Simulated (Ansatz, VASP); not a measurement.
# Mg: VASP beside Ansatz

INCAR

```
  ALGO = Normal
  EDIFF = 1E-6
  ENCUT = 520
  GGA = PE
  ISIF = 2
  ISMEAR = 0
  LASPH = T
  LCHARG = F
  LREAL = F
  LWAVE = F
  NBANDS = 7
  NELM = 80
  PREC = Accurate
  SIGMA = 0.15
```

The input KPOINTS:

```
k-points
0
Gamma
  18 18 18
```

Contents of POSCAR:

```
Mg
1.0
   -1.7927500000      1.7927500000      1.6366500000
    1.7927500000     -1.7927500000      1.6366500000
    1.7927500000      1.7927500000     -1.6366500000
Mg
1
Direct
    0.0000000000      0.0000000000      0.0000000000
```

Input for Ansatz:

```yaml
crystal:
  lattice:
    - [-1.79275, 1.79275, 1.63665]
    - [1.79275, -1.79275, 1.63665]
    - [1.79275, 1.79275, -1.63665]
  atoms:
    - { symbol: Mg, position: [0.0, 0.0, 0.0] }
basis:
  ecutwfc: 520.0
kpoints:
  mp_grid: { grid: [18, 18, 18] }
hamiltonian:
  xc: pbe
  pseudopotentials: { kind: paw }
scf:
  occupations: { method: gaussian, width: 0.15 }
output:
  forces: true
  stress: true
  eigenvalues: true
  write_density: true
  write_potential: true
  elf: true
  volumetric_format: npy
```

Alike in both runs: task single point; functional PBE; k mesh 18 × 18 × 18; occupations gaussian, width 0.15 eV; no spin polarisation.

|  | VASP | Ansatz |
| --- | --- | --- |
| version | VASP 6.6.1 | Ansatz 0.2.0 |
| potentials or method | VASP PAW PBE potentials, release 64 (Mg), cutoff 520 eV | scalar-relativistic, plane waves, PAW |
| valence electrons in the cell | 2 | 10 |

Ansatz gave:

```
gap on the k mesh at the Fermi level (eV)                     : none
pressure (GPa)                                                : 3.7
traceless stress, the component that is largest in VASP (GPa) : 0.43
```

Task: What did VASP give for the same quantities?

Result: gap on the k mesh at the Fermi level (eV): none; pressure (GPa): 3.6; traceless stress, the component that is largest in VASP (GPa): 0.43.

A gap of «none» marks a metal or a gap that the smearing closes. With one functional, cell and mesh, what is left measures potentials, basis and numerics. VASP's potentials hold 2 valence electrons a cell and Ansatz's 10, so a difference there can come from the potentials and not from the codes.
